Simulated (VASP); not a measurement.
# CaZnBr4 (F-43m) in VASP: further runs

CaZnBr4 is run at these levels: PBE; tasks: single point, relaxation of cell and atoms.

Everything below comes from runs of VASP 6.6.1. Logs are shortened: lines on timing, memory, paths and dates and some standing lists are left out, and cuts for length are marked.

## (1) The cell of the first run

The structure is cubic, space group F-43m (No. 216). The conventional cell has a = 9.038 Å, b = 9.038 Å, c = 9.038 Å, α = 90.00°, β = 90.00°, γ = 90.00°. Ca (site symmetry -43m) has 12 Br at 3.75 Å and 4 Zn at 3.91 Å within 4.9 Å. Within 4.9 Å of Zn (site symmetry -43m) lie 12 Br at 3.75 Å and 4 Ca at 3.91 Å. Within 4.2 Å of Br (site symmetry 3m) lie 6 Br at 3.19 to 3.20 Å and 3 Ca at 3.75 Å and 3 Zn at 3.75 Å.

## (2) Single point, PBE

INCAR reads:

```
SYSTEM = CaZnBr4
PREC = Accurate
ENCUT = 520
EDIFF = 1E-7
ISMEAR = 0
SIGMA = 0.1
LREAL = .False.
LASPH = .True.
NELM = 100
ALGO = Normal
ISIF = 2
LWAVE = .False.
LCHARG = .True.
GGA = PE
LELF = .True.
LVHAR = .True.
NBANDS = 34
```

KPOINTS reads:

```
Automatic mesh
0
Gamma
  8 8 8
  0 0 0
```

POSCAR reads:

```
CaZnBr4
1.0
    0.0000000000      4.5188841062      4.5188841062
    4.5188841062      0.0000000000      4.5188841062
    4.5188841062      4.5188841062      0.0000000000
Ca Zn Br
1 1 4
Direct
    0.0000000000      0.0000000000      0.0000000000
    0.2500000000      0.2500000000      0.2500000000
    0.6253664383      0.1239006851      0.6253664383
    0.6253664383      0.6253664383      0.6253664383
    0.1239006851      0.6253664383      0.6253664383
    0.6253664383      0.6253664383      0.1239006851
```

Potentials or basis: VASP PAW PBE potentials, release 64 (Ca_sv, Zn, Br).

Run with:

```sh
> cat potpaw_PBE.64/Ca_sv/POTCAR potpaw_PBE.64/Zn/POTCAR potpaw_PBE.64/Br/POTCAR > POTCAR
> mpirun -np 1 vasp_std > vasp.out
```

OUTCAR:

```text
SYSTEM = CaZnBr4
   PREC = Accurate
   ENCUT = 520
   EDIFF = 1E-7
   ISMEAR = 0
   LREAL = .False.
   LASPH = .True.
   NELM = 100
   ISIF = 2
   GGA = PE

 ion  position               nearest neighbor table
   1  0.000  0.000  0.000-
   2  0.250  0.250  0.250-
   3  0.625  0.124  0.625-
   4  0.625  0.625  0.625-
   5  0.124  0.625  0.625-
   6  0.625  0.625  0.124-

  LATTYP: Found a face centered cubic cell.
 ALAT       =     9.0377682124

  Lattice vectors:

 A1 = (   0.0000000000,   4.5188841062,   4.5188841062)
 A2 = (   4.5188841062,   0.0000000000,   4.5188841062)
 A3 = (   4.5188841062,   4.5188841062,   0.0000000000)

Analysis of symmetry for initial positions (statically):
=====================================================================
 Subroutine PRICEL returns:
 Original cell was already a primitive cell.

 Routine SETGRP: Setting up the symmetry group for a
 face centered cubic supercell.

 Subroutine GETGRP returns: Found 24 space group operations
 (whereof 24 operations were pure point group operations)
 out of a pool of 48 trial point group operations.

The static configuration has the point symmetry T_d .

Analysis of symmetry for dynamics (positions and initial velocities):
=====================================================================
 Subroutine PRICEL returns:
 Original cell was already a primitive cell.

 Routine SETGRP: Setting up the symmetry group for a
 face centered cubic supercell.

 Subroutine GETGRP returns: Found 24 space group operations
 (whereof 24 operations were pure point group operations)
 out of a pool of 48 trial point group operations.

The dynamic configuration has the point symmetry T_d .

 Subroutine INISYM returns: Found 24 space group operations
 (whereof 24 operations are pure point group operations),
 and found     1 'primitive' translations

----------------------------------------------------------------------------------------

                                     Primitive cell

  volume of cell :     184.5541

  direct lattice vectors                    reciprocal lattice vectors
     0.000000000  4.518884106  4.518884106    -0.110646785  0.110646785  0.110646785
     4.518884106  0.000000000  4.518884106     0.110646785 -0.110646785  0.110646785
     4.518884106  4.518884106  0.000000000     0.110646785  0.110646785 -0.110646785

  length of vectors
     6.390667190  6.390667190  6.390667190     0.191645854  0.191645854  0.191645854

  position of ions in fractional coordinates (direct lattice)
     0.000000000  0.000000000  0.000000000
     0.250000000  0.250000000  0.250000000
     0.625366438  0.123900685  0.625366438
     0.625366438  0.625366438  0.625366438
     0.123900685  0.625366438  0.625366438
     0.625366438  0.625366438  0.123900685

  ion indices of the primitive-cell ions
   primitive index   ion index
                 1           1
                 2           2
                 3           3
                 4           4
                 5           5
                 6           6

----------------------------------------------------------------------------------------

 KPOINTS: Automatic mesh

Automatic generation of k-mesh.
 Grid dimensions read from file:
 generate k-points for:    8    8    8

 Generating k-lattice:

  Cartesian coordinates                     Fractional coordinates (reciprocal lattice)
    -0.013830848  0.013830848  0.013830848     0.125000000  0.000000000  0.000000000
     0.013830848 -0.013830848  0.013830848     0.000000000  0.125000000  0.000000000
     0.013830848  0.013830848 -0.013830848     0.000000000  0.000000000  0.125000000

  Length of vectors
     0.023955732  0.023955732  0.023955732

  Shift w.r.t. Gamma in fractional coordinates (k-lattice)
     0.000000000  0.000000000  0.000000000

 Subroutine IBZKPT returns following result:
 ===========================================

 Found     29 irreducible k-points:

 Following reciprocal coordinates:
            Coordinates               Weight
  0.000000  0.000000  0.000000      1.000000
  0.125000  0.000000  0.000000      8.000000
  0.250000  0.000000  0.000000      8.000000
  0.375000  0.000000  0.000000      8.000000
  0.500000  0.000000  0.000000      4.000000
  0.125000  0.125000  0.000000      6.000000
[... 16 lines left out ...]
  0.500000  0.250000  0.125000     48.000000
 -0.375000  0.250000  0.125000     24.000000
 [... further k-points ...]
   k-points           NKPTS =     29   k-points in BZ     NKDIM =     29   number of bands    NBANDS=     34
   number of dos      NEDOS =    301   number of ions     NIONS =      6
   total plane-waves  NPLWV = 110592
   dimension x,y,z NGX =    48 NGY =   48 NGZ =   48
   dimension x,y,z NGXF=    96 NGYF=   96 NGZF=   96
   ions per type =               1   1   4
   NGX,Y,Z   is equivalent  to a cutoff of  12.49, 12.49, 12.49 a.u.
   NGXF,Y,Z  is equivalent  to a cutoff of  24.97, 24.97, 24.97 a.u.
 SYSTEM =  CaZnBr4
   PREC   = accura    normal or accurate (medium, high low for compatibility)
   ISTART =      0    job   : 0-new  1-cont  2-samecut
   ICHARG =      2    charge: 1-file 2-atom 10-const
   ISPIN  =      1    spin polarized calculation?
   LNONCOLLINEAR =      F non collinear calculations
   LSORBIT =      F    spin-orbit coupling
   LASPH  =      T    aspherical Exc in radial PAW
   ENCUT  =  520.0 eV  38.22 Ry    6.18 a.u.  11.88 11.88 11.88*2*pi/ulx,y,z
   NELM   =    100;   NELMIN=  2; NELMDL= -5     # of ELM steps
   EDIFF  = 0.1E-06   stopping-criterion for ELM
   LREAL  =      F    real-space projection
   EDIFFG = 0.1E-05   stopping-criterion for IOM
   NSW    =      0    number of steps for IOM
   IBRION =     -1    ionic relax: 0-MD 1-quasi-New 2-CG
   NFREE  =      0    steps in history (QN), initial steepest desc. (CG)
   ISIF   =      2    stress and relaxation
   ISYM   =      2    0-nonsym 1-usesym 2-fastsym
   POTIM  = 0.5000    time-step for ionic-motion
   TEBEG  =    0.0;   TEEND  =   0.0 temperature during run
   PSTRESS=    0.0 pullay stress
   NELECT =      50.0000    total number of electrons
   NUPDOWN=      -1.0000    fix difference up-down
   EMIN   =  10.00;   EMAX   =-10.00  energy-range for DOS
   EFERMI =   0.00;   METHOD = LEGACY
   ISMEAR =     0;   SIGMA  =   0.10  broadening in eV -4-tet -1-fermi 0-gaus
   EFERMI_NEDOS =   21; number of points for ismear=-14 and -15
   IALGO  =     38    algorithm
   IMIX   =      4    mixing-type and parameters
     AMIX     =   0.40;   BMIX     =  1.00
     AMIX_MAG =   1.60;   BMIX_MAG =  1.00
  volume/ion in A,a.u.               =      30.76       207.57
  Fermi-wavevector in a.u.,A,eV,Ry     =   1.059311  2.001808 15.267649  1.122141
  Thomas-Fermi vector in A             =   2.194652
   LORBIT       =      0    0 simple, 1 ext, 2 COOP (PROOUT), +10 PAW based schemes
   GGA     = PE    functional components
   LHFCALC =     F    Hartree Fock is set to
   AEXX    =    0.0000 exact exchange contribution
   IVDW    =     0    specifies the selected vdW correction
   LEPSILON=     F    determine dielectric tensor
   LRPA    =     F    only Hartree local field effects (RPA)
 non-spin polarized calculation
 Gauss-broadening in eV      SIGMA  =   0.10
  energy-cutoff  :      520.00
  volume of cell :      184.55
 maximum number of plane-waves:      4992
   NGX = 23   NGY = 23   NGZ = 23

 number of electron      50.0000012 magnetization

 Free energy of the ion-electron system (eV)
  ---------------------------------------------------
  ext. energy  EPLUGINS =         0.00000000
  ---------------------------------------------------
  free energy    TOTEN  =       -10.76208915 eV

  energy without entropy =      -10.71701543  energy(sigma->0) =      -10.73955229

 E-fermi :   1.3886     XC(G=0):  -8.4304

 val. band max:        1.3665895935   @ k =  -0.2500   0.1250   0.0000
 cond. band min:       1.4008829200   @ k =   0.3750   0.1250   0.0000
 fundamental gap:      0.0342933265
 Fermi energy:         1.3886400371

 k-point     1 :       0.0000    0.0000    0.0000
  band No.  band energies     occupation
      1     -41.8106      2.00000
      2     -22.7174      2.00000
      3     -22.7174      2.00000
      4     -22.7174      2.00000
      5     -13.8557      2.00000
      6     -12.4616      2.00000
[... 26 lines left out ...]
     33       4.8367      0.00000
     34       4.8367      0.00000

 k-point     2 :       0.1250    0.0000    0.0000
  band No.  band energies     occupation
      1     -41.8106      2.00000
      2     -22.7175      2.00000
      3     -22.7174      2.00000
      4     -22.7174      2.00000
      5     -13.8231      2.00000
      6     -12.5135      2.00000
[... 26 lines left out ...]
     33       4.9565      0.00000
     34       4.9565      0.00000

 k-point     3 :       0.2500    0.0000    0.0000
  band No.  band energies     occupation
      1     -41.8106      2.00000
      2     -22.7176      2.00000
      3     -22.7174      2.00000
      4     -22.7174      2.00000
      5     -13.7332      2.00000
      6     -12.6490      2.00000
[... 26 lines left out ...]
     33       5.2739      0.00000
     34       5.2739      0.00000

 k-point     4 :       0.3750    0.0000    0.0000
  band No.  band energies     occupation
      1     -41.8106      2.00000
      2     -22.7178      2.00000
      3     -22.7175      2.00000
      4     -22.7175      2.00000
      5     -13.6164      2.00000
      6     -12.8103      2.00000
[... 26 lines left out ...]
     33       5.6591      0.00000
     34       5.6593      0.00000

 k-point     5 :       0.5000    0.0000    0.0000
  band No.  band energies     occupation
      1     -41.8106      2.00000
      2     -22.7179      2.00000
      3     -22.7174      2.00000
      4     -22.7174      2.00000
      5     -13.5526      2.00000
      6     -12.8921      2.00000
[... 621 lines left out ...]
 k-point    22 :       0.3750    0.2500    0.1250
  band No.  band energies     occupation
      1     -41.8106      2.00000
      2     -22.7177      2.00000
      3     -22.7175      2.00000
      4     -22.7175      2.00000
      5     -13.6516      2.00000
      6     -12.7576      2.00000
[... 26 lines left out ...]
     33       5.3186      0.00000
     34       5.4525      0.00000

 k-point    23 :       0.5000    0.2500    0.1250
  band No.  band energies     occupation
      1     -41.8106      2.00000
      2     -22.7178      2.00000
      3     -22.7176      2.00000
      4     -22.7175      2.00000
      5     -13.5331      2.00000
      6     -12.9084      2.00000
[... 26 lines left out ...]
     33       5.2487      0.00000
     34       5.7192      0.00000

 k-point    24 :      -0.3750    0.2500    0.1250
  band No.  band energies     occupation
      1     -41.8106      2.00000
      2     -22.7178      2.00000
      3     -22.7176      2.00000
      4     -22.7175      2.00000
      5     -13.4634      2.00000
      6     -12.9914      2.00000
[... 26 lines left out ...]
     33       5.0964      0.00000
     34       5.8481      0.00000

 [... further k-points ...]
[... 5 lines left out ...]
  --------------------------------------------------------------------------------------
  -------------------------------------------------------------------------------------
  Total       -0.0140502     -0.0140502     -0.0140502      0.0000000      0.0000000      0.0000000
  in kB       -0.1219742     -0.1219742     -0.1219742      0.0000000      0.0000000      0.0000000
  external PRESSURE =      -0.1219742 kB  Pullay stress =       0.0000000 kB

 VOLUME and BASIS-vectors are now :
 -----------------------------------------------------------------------------
  energy-cutoff  :      520.00
  volume of cell :      184.55
      direct lattice vectors                 reciprocal lattice vectors
     0.000000000  4.518884106  4.518884106    -0.110646785  0.110646785  0.110646785
     4.518884106  0.000000000  4.518884106     0.110646785 -0.110646785  0.110646785
     4.518884106  4.518884106  0.000000000     0.110646785  0.110646785 -0.110646785

 POSITION                                       TOTAL-FORCE (eV/Angst)
 -----------------------------------------------------------------------------------
      0.00000      0.00000      0.00000         0.000000      0.000000      0.000000
      2.25944      2.25944      2.25944         0.000000      0.000000      0.000000
      3.38585      5.65192      3.38585         0.005640     -0.005640      0.005640
      5.65192      5.65192      5.65192        -0.005640     -0.005640     -0.005640
      5.65192      3.38585      3.38585        -0.005640      0.005640      0.005640
      3.38585      3.38585      5.65192         0.005640      0.005640     -0.005640
 -----------------------------------------------------------------------------------
    total drift:                                0.000000      0.000000      0.000000

  FREE ENERGIE OF THE ION-ELECTRON SYSTEM (eV)
  ---------------------------------------------------
  free  energy   TOTEN  =       -10.7620891550 eV

  energy  without entropy=      -10.7170154259  energy(sigma->0) =      -10.73955229
```

It took 89 s on 1 thread of Intel Xeon 6975P-C (Granite Rapids), shared host; peak memory 0.42 GiB.

Results:

```yaml
Free_energy: -10.7621 eV
Pressure: 0.0 GPa
Largest_force: 0.010 eV/Å
Band_gap_on_the_k_mesh: zero (band 25 reaches 1.68 eV, above the bottom of band 26 at 1.14 eV)
```

Forces on the atoms (eV/Å):
```
Ca   0.000  0.000  0.000
Zn   0.000  0.000  0.000
Br   0.006 -0.006  0.006
Br  -0.006 -0.006 -0.006
Br  -0.006  0.006  0.006
Br   0.006  0.006 -0.006
```

Levels at points of the mesh, in eV from the Fermi level:
```
           k point  band 22  band 23  band 24  band 25  band 26  band 27  band 28  band 29
(0.00, 0.00, 0.00)    -0.46    -0.46     0.29     0.29     0.29     2.05     2.05     2.05
(0.50, 0.00, 0.00)    -2.02    -0.85    -0.45     0.18     0.18     1.83     2.31     2.31
(0.50, 0.50, 0.00)    -2.01    -1.95    -0.40     0.06     0.06     2.04     2.13     2.13
```

## (3) Relaxation of cell and atoms, PBE

This run uses another cell than the first one, of 27.54 Å³/atom, 0.895 times its volume.

INCAR reads:

```
SYSTEM = CaZnBr4
ALGO     = Normal         ! electronic algorithm
EDIFF    = 1E-6           ! SCF threshold, eV
EDIFFG   = -0.01          ! ionic threshold
ENCUT    = 600            ! plane-wave cutoff, eV
GGA      = PE             ! functional
IBRION   = 2              ! ionic algorithm
ISIF     = 3              ! what is computed and relaxed
ISMEAR   = 0              ! smearing method
LASPH    = .True.         ! aspherical terms in the spheres
LCHARG   = .False.        ! write CHGCAR
LREAL    = .False.        ! projectors in reciprocal space
LWAVE    = .False.        ! write WAVECAR
NELM     = 100            ! most SCF steps
NSW      = 100            ! ionic steps
PREC     = Accurate       ! precision mode
SIGMA    = 0.1            ! smearing width, eV
```

KPOINTS reads:

```
k-points
0
Gamma
  8 8 8
  0 0 0
```

POSCAR reads:

```
CaZnBr4
1.0
    0.0000000000      4.3555099900      4.3555099900
    4.3555099900      0.0000000000      4.3555099900
    4.3555099900      4.3555099900      0.0000000000
Ca Zn Br
1 1 4
Direct
    0.0000000000      0.0000000000      0.0000000000
    0.2500000000      0.2500000000      0.2500000000
    0.6249476700      0.1251570000      0.6249476700
    0.6249476700      0.6249476700      0.6249476700
    0.1251570000      0.6249476700      0.6249476700
    0.6249476700      0.6249476700      0.1251570000
```

Potentials or basis: VASP PAW PBE potentials, release 64 (Ca_sv, Zn, Br).

Run with:

```sh
> cat potpaw_PBE.64/Ca_sv/POTCAR potpaw_PBE.64/Zn/POTCAR potpaw_PBE.64/Br/POTCAR > POTCAR
> mpirun -np 1 vasp_std > vasp.out
```

It took 4.6 min on 1 thread of Intel Xeon 6975P-C (Granite Rapids), shared host; peak memory 0.48 GiB.

It converged, with:

```yaml
Free_energy: -10.7608 eV
Relaxed_volume: 30.74 Å³/atom
Relaxed_cell: a = 6.390 Å, b = 6.390 Å, c = 6.390 Å, α = 60.00°, β = 60.00°, γ = 60.00°
Space_group_after_relaxing_to_0.05_Å: F-43m (No. 216)
Energy_gained_by_relaxing: 29.3 meV/atom
Ionic_steps: 4
Pressure_after_relaxing: 0.0 GPa
Largest_force_after_relaxing: 0.009 eV/Å
Band_gap_on_the_k_mesh: zero (band 25 reaches 1.68 eV, above the bottom of band 26 at 1.14 eV)
```

Forces on the atoms (eV/Å):
```
Ca   0.000  0.000  0.000
Zn   0.000  0.000  0.000
Br  -0.005  0.005 -0.005
Br   0.005  0.005  0.005
Br   0.005 -0.005 -0.005
Br  -0.005 -0.005  0.005
```

The path:
```
step  energy change (eV)  largest force (eV/Å)  pressure (GPa)  volume (Å³)
   1              0.0000                0.0711            3.25       165.25
   2             -0.1635                0.0219            0.74       178.96
   3             -0.1756                0.0082           -0.08       185.08
   4             -0.1758                0.0094            0.00       184.46
```

Final structure:
```
Ca Zn Br
1.0
     0.00000    4.51810    4.51810
     4.51810    0.00000    4.51810
     4.51810    4.51810    0.00000
Ca Zn Br
1 1 4
Direct
  0.00000 0.00000 0.00000
  0.25000 0.25000 0.25000
  0.62526 0.12422 0.62526
  0.62526 0.62526 0.62526
  0.12422 0.62526 0.62526
  0.62526 0.62526 0.12422
```

Levels at points of the mesh, in eV from the Fermi level:
```
           k point  band 21  band 22  band 23  band 24  band 25  band 26  band 27  band 28  band 29  band 30
(0.00, 0.00, 0.00)    -0.46    -0.46    -0.46     0.29     0.29     0.29     2.05     2.05     2.05     2.70
(0.50, 0.00, 0.00)    -2.02    -2.02    -0.85    -0.45     0.18     0.18     1.84     2.31     2.31     2.50
(0.50, 0.50, 0.00)    -2.01    -2.01    -1.94    -0.40     0.06     0.06     2.04     2.13     2.13     2.52
```
